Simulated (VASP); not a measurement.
# SnSe (Fm-3m) in VASP: a series of runs

The runs below take SnSe through electric field gradients, with LDA.

Program: VASP 6.6.1. These are calculated values, not measurements. Logs are shortened: lines on timing, memory, paths and dates and some standing lists are left out, and cuts for length are marked.

## Step 1: The cell of the first run

It takes space group Fm-3m (No. 225, cubic). Conventional cell: a = 6.040 Å, b = 6.040 Å, c = 6.040 Å, α = 90.00°, β = 90.00°, γ = 90.00°. Sn (site symmetry m-3m) has 6 Se at 3.02 Å within 4.0 Å. Within 4.0 Å of Se (site symmetry m-3m) lie 6 Sn at 3.02 Å.

## Step 2: Electric field gradients, LDA (volume scaled by 1.01)

File INCAR:

```
PREC = Accurate
ENCUT = 520
EDIFF = 1E-8
ISMEAR = -1
SIGMA = 0.02
LREAL = F
LASPH = T
NELM = 80
ALGO = Normal
ISIF = 2
LWAVE = F
LCHARG = F
GGA = CA
LEFG = T
NBANDS = 17
```

File KPOINTS:

```
Automatic mesh
0
Gamma
  9 9 9
```

File POSCAR:

```
SnSe
1.0
    0.0000000000      3.0200000735      3.0200000735
    3.0200000735      0.0000000000      3.0200000735
    3.0200000735      3.0200000735      0.0000000000
Sn Se
1 1
Direct
    0.0000000000      0.0000000000      0.0000000000
    0.5000000000      0.5000000000      0.5000000000
```

Potentials or basis: VASP PAW LDA potentials, release 64 (Sn_d, Se).

Run with:

```bash
> cat potpaw_LDA.64/Sn_d/POTCAR potpaw_LDA.64/Se/POTCAR > POTCAR
> mpirun -np 1 vasp_std > vasp.out
```

OUTCAR:

```text
PREC = Accurate
   ENCUT = 520
   EDIFF = 1E-8
   ISMEAR = -1
   LREAL = F
   LASPH = T
   NELM = 80
   ISIF = 2
   GGA = CA

 ion  position               nearest neighbor table
   1  0.000  0.000  0.000-   2 3.02   2 3.02   2 3.02   2 3.02   2 3.02   2 3.02
   2  0.500  0.500  0.500-   1 3.02   1 3.02   1 3.02   1 3.02   1 3.02   1 3.02

  LATTYP: Found a face centered cubic cell.
 ALAT       =     6.0400001470

  Lattice vectors:

 A1 = (   0.0000000000,   3.0200000735,   3.0200000735)
 A2 = (   3.0200000735,   0.0000000000,   3.0200000735)
 A3 = (   3.0200000735,   3.0200000735,   0.0000000000)

Analysis of symmetry for initial positions (statically):
=====================================================================
 Subroutine PRICEL returns:
 Original cell was already a primitive cell.

 Routine SETGRP: Setting up the symmetry group for a
 face centered cubic supercell.

 Subroutine GETGRP returns: Found 48 space group operations
 (whereof 48 operations were pure point group operations)
 out of a pool of 48 trial point group operations.

The static configuration has the point symmetry O_h .

Analysis of symmetry for dynamics (positions and initial velocities):
=====================================================================
 Subroutine PRICEL returns:
 Original cell was already a primitive cell.

 Routine SETGRP: Setting up the symmetry group for a
 face centered cubic supercell.

 Subroutine GETGRP returns: Found 48 space group operations
 (whereof 48 operations were pure point group operations)
 out of a pool of 48 trial point group operations.

The dynamic configuration has the point symmetry O_h .

 Subroutine INISYM returns: Found 48 space group operations
 (whereof 48 operations are pure point group operations),
 and found     1 'primitive' translations

----------------------------------------------------------------------------------------

                                     Primitive cell

  volume of cell :      55.0872

  direct lattice vectors                    reciprocal lattice vectors
     0.000000000  3.020000073  3.020000073    -0.165562910  0.165562910  0.165562910
     3.020000073  0.000000000  3.020000073     0.165562910 -0.165562910  0.165562910
     3.020000073  3.020000073  0.000000000     0.165562910  0.165562910 -0.165562910

  length of vectors
     4.270925062  4.270925062  4.270925062     0.286763372  0.286763372  0.286763372

  position of ions in fractional coordinates (direct lattice)
     0.000000000  0.000000000  0.000000000
     0.500000000  0.500000000  0.500000000

  ion indices of the primitive-cell ions
   primitive index   ion index
                 1           1
                 2           2

----------------------------------------------------------------------------------------

 KPOINTS: Automatic mesh

Automatic generation of k-mesh.
 Grid dimensions read from file:
 generate k-points for:    9    9    9

 Generating k-lattice:

  Cartesian coordinates                     Fractional coordinates (reciprocal lattice)
    -0.018395879  0.018395879  0.018395879     0.111111111  0.000000000  0.000000000
     0.018395879 -0.018395879  0.018395879     0.000000000  0.111111111  0.000000000
     0.018395879  0.018395879 -0.018395879     0.000000000  0.000000000  0.111111111

  Length of vectors
     0.031862597  0.031862597  0.031862597

  Shift w.r.t. Gamma in fractional coordinates (k-lattice)
     0.000000000  0.000000000  0.000000000

 Subroutine IBZKPT returns following result:
 ===========================================

 Found     35 irreducible k-points:

 Following reciprocal coordinates:
            Coordinates               Weight
  0.000000  0.000000  0.000000      1.000000
  0.111111  0.000000  0.000000      8.000000
  0.222222  0.000000  0.000000      8.000000
  0.333333  0.000000  0.000000      8.000000
  0.444444  0.000000  0.000000      8.000000
  0.111111  0.111111  0.000000      6.000000
[... 16 lines left out ...]
 -0.333333  0.333333  0.000000     12.000000
  0.444444  0.444444  0.000000      6.000000
 [... further k-points ...]
   k-points           NKPTS =     35   k-points in BZ     NKDIM =     35   number of bands    NBANDS=     17
   number of dos      NEDOS =    301   number of ions     NIONS =      2
   total plane-waves  NPLWV =  32768
   dimension x,y,z NGX =    32 NGY =   32 NGZ =   32
   dimension x,y,z NGXF=    64 NGYF=   64 NGZF=   64
   ions per type =               1   1
   NGX,Y,Z   is equivalent  to a cutoff of  12.46, 12.46, 12.46 a.u.
   NGXF,Y,Z  is equivalent  to a cutoff of  24.91, 24.91, 24.91 a.u.
 SYSTEM =  unknown system
   PREC   = accura    normal or accurate (medium, high low for compatibility)
   ISTART =      0    job   : 0-new  1-cont  2-samecut
   ICHARG =      2    charge: 1-file 2-atom 10-const
   ISPIN  =      1    spin polarized calculation?
   LNONCOLLINEAR =      F non collinear calculations
   LSORBIT =      F    spin-orbit coupling
   LASPH  =      T    aspherical Exc in radial PAW
   ENCUT  =  520.0 eV  38.22 Ry    6.18 a.u.   7.94  7.94  7.94*2*pi/ulx,y,z
   NELM   =     80;   NELMIN=  2; NELMDL= -5     # of ELM steps
   EDIFF  = 0.1E-07   stopping-criterion for ELM
   LREAL  =      F    real-space projection
   EDIFFG = 0.1E-06   stopping-criterion for IOM
   NSW    =      0    number of steps for IOM
   IBRION =     -1    ionic relax: 0-MD 1-quasi-New 2-CG
   NFREE  =      0    steps in history (QN), initial steepest desc. (CG)
   ISIF   =      2    stress and relaxation
   ISYM   =      2    0-nonsym 1-usesym 2-fastsym
   POTIM  = 0.5000    time-step for ionic-motion
   TEBEG  =    0.0;   TEEND  =   0.0 temperature during run
   PSTRESS=    0.0 pullay stress
   NELECT =      20.0000    total number of electrons
   NUPDOWN=      -1.0000    fix difference up-down
   EMIN   =  10.00;   EMAX   =-10.00  energy-range for DOS
   EFERMI =   0.00;   METHOD = LEGACY
   ISMEAR =    -1;   SIGMA  =   0.02  broadening in eV -4-tet -1-fermi 0-gaus
   EFERMI_NEDOS =   21; number of points for ismear=-14 and -15
   IALGO  =     38    algorithm
   IMIX   =      4    mixing-type and parameters
     AMIX     =   0.40;   BMIX     =  1.00
     AMIX_MAG =   1.60;   BMIX_MAG =  1.00
  volume/ion in A,a.u.               =      27.54       185.87
  Fermi-wavevector in a.u.,A,eV,Ry     =   1.167888  2.206988 18.557836  1.363962
  Thomas-Fermi vector in A             =   2.304382
   LORBIT       =      0    0 simple, 1 ext, 2 COOP (PROOUT), +10 PAW based schemes
   GGA     = CA    functional components
   LHFCALC =     F    Hartree Fock is set to
   AEXX    =    0.0000 exact exchange contribution
   IVDW    =     0    specifies the selected vdW correction
   LEPSILON=     F    determine dielectric tensor
   LRPA    =     F    only Hartree local field effects (RPA)
 non-spin polarized calculation
  energy-cutoff  :      520.00
  volume of cell :       55.09
 maximum number of plane-waves:      1494
   NGX = 15   NGY = 15   NGZ = 15

 number of electron      20.0000003 magnetization

 Free energy of the ion-electron system (eV)
  ---------------------------------------------------
  ext. energy  EPLUGINS =         0.00000000
  ---------------------------------------------------
  free energy    TOTEN  =        -9.45795593 eV

  energy without entropy =       -9.45795592  energy(sigma->0) =       -9.45795592

 E-fermi :   5.4857     XC(G=0):  -9.8372

 val. band max:        5.1900809133   @ k =  -0.3333   0.1111   0.0000
 cond. band min:       5.7810988003   @ k =  -0.3333   0.1111   0.0000
 fundamental gap:      0.5910178870
 Fermi energy:         5.4857112444

 k-point     1 :       0.0000    0.0000    0.0000
  band No.  band energies     occupation
      1     -16.1828      2.00000
      2     -16.1828      2.00000
      3     -16.1813      2.00000
      4     -16.1813      2.00000
      5     -16.1813      2.00000
      6      -8.4854      2.00000
[... 9 lines left out ...]
     16      11.1882      0.00000
     17      13.4665      0.00000

 k-point     2 :       0.1111    0.0000    0.0000
  band No.  band energies     occupation
      1     -16.1835      2.00000
      2     -16.1835      2.00000
      3     -16.1810      2.00000
      4     -16.1800      2.00000
      5     -16.1800      2.00000
      6      -8.4000      2.00000
[... 9 lines left out ...]
     16      11.4799      0.00000
     17      14.3057      0.00000
[... 421 lines left out ...]
 k-point    24 :       0.4444    0.4444    0.0000
  band No.  band energies     occupation
      1     -16.2091      2.00000
      2     -16.1876      2.00000
      3     -16.1756      2.00000
      4     -16.1646      2.00000
      5     -16.1646      2.00000
      6      -7.3448      2.00000
[... 9 lines left out ...]
     16      16.8122      0.00000
     17      17.8020      0.00000

 [... further k-points ...]

------------------------ aborting loop because EDIFF is reached ----------------------------------------

  FORCE on cell =-STRESS in cart. coord.  units (eV):
  Direction    XX          YY          ZZ          XY          YZ          ZX
  --------------------------------------------------------------------------------------
  -------------------------------------------------------------------------------------
  Total       -1.2491666     -1.2491666     -1.2491666      0.0000000      0.0000000      0.0000000
  in kB      -36.3312278    -36.3312278    -36.3312278      0.0000000      0.0000000      0.0000000
  external PRESSURE =     -36.3312278 kB  Pullay stress =       0.0000000 kB

 VOLUME and BASIS-vectors are now :
 -----------------------------------------------------------------------------
  energy-cutoff  :      520.00
  volume of cell :       55.09
      direct lattice vectors                 reciprocal lattice vectors
     0.000000000  3.020000073  3.020000073    -0.165562910  0.165562910  0.165562910
     3.020000073  0.000000000  3.020000073     0.165562910 -0.165562910  0.165562910
     3.020000073  3.020000073  0.000000000     0.165562910  0.165562910 -0.165562910

 POSITION                                       TOTAL-FORCE (eV/Angst)
 -----------------------------------------------------------------------------------
      0.00000      0.00000      0.00000         0.000000      0.000000     -0.000000
      3.02000      3.02000      3.02000        -0.000000     -0.000000      0.000000
 -----------------------------------------------------------------------------------
    total drift:                                0.000000     -0.000000     -0.000000

  FREE ENERGIE OF THE ION-ELECTRON SYSTEM (eV)
  ---------------------------------------------------
  free  energy   TOTEN  =        -9.4579559319 eV

  energy  without entropy=       -9.4579559159  energy(sigma->0) =       -9.45795592

 Electric field gradients (V/A^2)
---------------------------------------------------------------------
 ion       V_xx      V_yy      V_zz      V_xy      V_xz      V_yz
---------------------------------------------------------------------
   1       0.000     0.000    -0.000     0.001     0.001     0.001
   2       0.000    -0.000    -0.000     0.000     0.000     0.000
---------------------------------------------------------------------

 Electric field gradients after diagonalization (V/A^2)
 (convention: |V_zz| > |V_xx| > |V_yy|)
----------------------------------------------------------------------
 ion       V_xx      V_yy      V_zz     asymmetry (V_yy - V_xx)/ V_zz
----------------------------------------------------------------------
   1      -0.001    -0.001     0.002       0.000
   2      -0.000    -0.000     0.000       0.000
----------------------------------------------------------------------

           NMR quadrupolar parameters

 Cq : quadrupolar parameter    Cq=e*Q*V_zz/h
 eta: asymmetry parameters     (V_yy - V_xx)/ V_zz
 Q  : nuclear electric quadrupole moment in mb (millibarn)
----------------------------------------------------------------------
 ion       Cq(MHz)       eta       Q (mb)
----------------------------------------------------------------------
   1       0.000       0.000       1.000
   2       0.000       0.000       1.000
----------------------------------------------------------------------
```

It took 14 s on 1 thread of Intel Xeon Platinum 8488C (Sapphire Rapids), shared host; peak memory 0.17 GiB.

What came out:

- Free energy: -9.4580 eV
- Pressure: -3.6 GPa

Caveat: this odd mesh misses L, where the gap lies, so gap, dielectric constants and Born charges aren't listed; without QUAD_EFG the Cq values of the log hold for a quadrupole moment of 1 mb, not for the nuclei; spin-orbit coupling is left out, which moves the levels of the heavy elements.

## Step 3: Electric field gradients, LDA (volume scaled by 1.04)

File INCAR:

```
PREC = Accurate
ENCUT = 520
EDIFF = 1E-8
ISMEAR = -1
SIGMA = 0.02
LREAL = False
LASPH = True
NELM = 100
ALGO = Normal
ISIF = 2
LWAVE = False
LCHARG = False
GGA = CA
LEFG = True
NBANDS = 17
```

File KPOINTS:

```
regular mesh
0
Gamma
  9 9 9
```

File POSCAR:

```
SnSe
1.0
    0.0000000000      3.0496098055      3.0496098055
    3.0496098055      0.0000000000      3.0496098055
    3.0496098055      3.0496098055      0.0000000000
Sn Se
1 1
Direct
    0.0000000000      0.0000000000      0.0000000000
    0.5000000000      0.5000000000      0.5000000000
```

Potentials or basis: VASP PAW LDA potentials, release 64 (Sn_d, Se).

Run with:

```bash
> cat potpaw_LDA.64/Sn_d/POTCAR potpaw_LDA.64/Se/POTCAR > POTCAR
> mpirun -np 1 vasp_std > vasp.out
```

OUTCAR:

```text
PREC = Accurate
   ENCUT = 520
   EDIFF = 1E-8
   ISMEAR = -1
   LREAL = False
   LASPH = True
   NELM = 100
   ISIF = 2
   GGA = CA

 ion  position               nearest neighbor table
   1  0.000  0.000  0.000-   2 3.05   2 3.05   2 3.05   2 3.05   2 3.05   2 3.05
   2  0.500  0.500  0.500-   1 3.05   1 3.05   1 3.05   1 3.05   1 3.05   1 3.05

  LATTYP: Found a face centered cubic cell.
 ALAT       =     6.0992196110

  Lattice vectors:

 A1 = (   0.0000000000,   3.0496098055,   3.0496098055)
 A2 = (   3.0496098055,   0.0000000000,   3.0496098055)
 A3 = (   3.0496098055,   3.0496098055,   0.0000000000)

Analysis of symmetry for initial positions (statically):
=====================================================================
 Subroutine PRICEL returns:
 Original cell was already a primitive cell.

 Routine SETGRP: Setting up the symmetry group for a
 face centered cubic supercell.

 Subroutine GETGRP returns: Found 48 space group operations
 (whereof 48 operations were pure point group operations)
 out of a pool of 48 trial point group operations.

The static configuration has the point symmetry O_h .

Analysis of symmetry for dynamics (positions and initial velocities):
=====================================================================
 Subroutine PRICEL returns:
 Original cell was already a primitive cell.

 Routine SETGRP: Setting up the symmetry group for a
 face centered cubic supercell.

 Subroutine GETGRP returns: Found 48 space group operations
 (whereof 48 operations were pure point group operations)
 out of a pool of 48 trial point group operations.

[... 156 lines left out ...]
      1     -16.5119      2.00000
      2     -16.5119      2.00000
      3     -16.5116      2.00000
      4     -16.5116      2.00000
      5     -16.5116      2.00000
      6      -8.6158      2.00000
[... 457 lines left out ...]
      4     -16.4969      2.00000
      5     -16.4969      2.00000
      6      -7.5583      2.00000
[... 9 lines left out ...]
     16      16.2285      0.00000
     17      17.2978      0.00000

 [... further k-points ...]

------------------------ aborting loop because EDIFF is reached ----------------------------------------

  FORCE on cell =-STRESS in cart. coord.  units (eV):
  Direction    XX          YY          ZZ          XY          YZ          ZX
  --------------------------------------------------------------------------------------
  -------------------------------------------------------------------------------------
  Total       -1.7088396     -1.7088396     -1.7088396     -0.0000000     -0.0000000      0.0000000
  in kB      -48.2668614    -48.2668614    -48.2668614     -0.0000000     -0.0000000      0.0000000
  external PRESSURE =     -48.2668614 kB  Pullay stress =       0.0000000 kB

 VOLUME and BASIS-vectors are now :
 -----------------------------------------------------------------------------
  energy-cutoff  :      520.00
  volume of cell :       56.72
      direct lattice vectors                 reciprocal lattice vectors
     0.000000000  3.049609805  3.049609805    -0.163955401  0.163955401  0.163955401
     3.049609805  0.000000000  3.049609805     0.163955401 -0.163955401  0.163955401
     3.049609805  3.049609805  0.000000000     0.163955401  0.163955401 -0.163955401

 POSITION                                       TOTAL-FORCE (eV/Angst)
 -----------------------------------------------------------------------------------
      0.00000      0.00000      0.00000         0.000000      0.000000      0.000000
      3.04961      3.04961      3.04961        -0.000000     -0.000000     -0.000000
 -----------------------------------------------------------------------------------
    total drift:                                0.000000     -0.000000     -0.000000

  FREE ENERGIE OF THE ION-ELECTRON SYSTEM (eV)
  ---------------------------------------------------
  free  energy   TOTEN  =        -9.4149737558 eV

  energy  without entropy=       -9.4149737515  energy(sigma->0) =       -9.41497375

 Electric field gradients (V/A^2)
---------------------------------------------------------------------
 ion       V_xx      V_yy      V_zz      V_xy      V_xz      V_yz
---------------------------------------------------------------------
   1       0.000     0.000     0.000     0.000     0.000     0.000
   2      -0.000    -0.000    -0.000    -0.000    -0.000    -0.000
---------------------------------------------------------------------

 Electric field gradients after diagonalization (V/A^2)
 (convention: |V_zz| > |V_xx| > |V_yy|)
----------------------------------------------------------------------
 ion       V_xx      V_yy      V_zz     asymmetry (V_yy - V_xx)/ V_zz
----------------------------------------------------------------------
   1      -0.000    -0.000     0.000       0.000
   2       0.000     0.000    -0.000       0.000
----------------------------------------------------------------------

           NMR quadrupolar parameters

 Cq : quadrupolar parameter    Cq=e*Q*V_zz/h
 eta: asymmetry parameters     (V_yy - V_xx)/ V_zz
 Q  : nuclear electric quadrupole moment in mb (millibarn)
----------------------------------------------------------------------
 ion       Cq(MHz)       eta       Q (mb)
----------------------------------------------------------------------
   1       0.000       0.000       1.000
   2      -0.000       0.000       1.000
----------------------------------------------------------------------
```

OSZICAR:

```text
N       E                     dE             d eps       ncg     rms          rms(c)
DAV:   1     0.129631766969E+03    0.12963E+03   -0.96947E+03  1208   0.143E+03
DAV:   2     0.309035402903E+01   -0.12654E+03   -0.12244E+03  1279   0.339E+02
DAV:   3    -0.929562999467E+01   -0.12386E+02   -0.12299E+02  1417   0.934E+01
DAV:   4    -0.962329598823E+01   -0.32767E+00   -0.32732E+00  1444   0.161E+01
DAV:   5    -0.963292476814E+01   -0.96288E-02   -0.96282E-02  1701   0.270E+00    0.295E+00
DAV:   6    -0.942238641390E+01    0.21054E+00   -0.55118E-01  1705   0.418E+00    0.172E+00
DAV:   7    -0.941678838375E+01    0.55980E-02   -0.70541E-02  1413   0.116E+00    0.882E-01
DAV:   8    -0.941523978183E+01    0.15486E-02   -0.78562E-03  1434   0.714E-01    0.108E-01
DAV:   9    -0.941495966814E+01    0.28011E-03   -0.15912E-03  1635   0.266E-01    0.463E-02
DAV:  10    -0.941497337572E+01   -0.13708E-04   -0.10685E-04  1426   0.583E-02    0.851E-03
DAV:  11    -0.941497378022E+01   -0.40450E-06   -0.44023E-06  1610   0.136E-02    0.302E-03
DAV:  12    -0.941497375946E+01    0.20758E-07   -0.39933E-07  1626   0.857E-03    0.984E-04
DAV:  13    -0.941497375577E+01    0.36880E-08   -0.57956E-08  1421   0.129E-03
   1 F= -.94149738E+01 E0= -.94149738E+01  d E =-.430258E-08
```

Wall time 12 s (1 thread of Intel Xeon Platinum 8559C (Emerald Rapids), shared host); peak memory 0.17 GiB.

What came out:

| Quantity | Value |
| --- | --- |
| Free energy | -9.4150 eV |
| Pressure | -4.8 GPa |

Caveat: this odd mesh misses L, where the gap lies, so gap, dielectric constants and Born charges aren't listed; without QUAD_EFG the Cq values of the log hold for a quadrupole moment of 1 mb, not for the nuclei; spin-orbit coupling is left out, which moves the levels of the heavy elements.
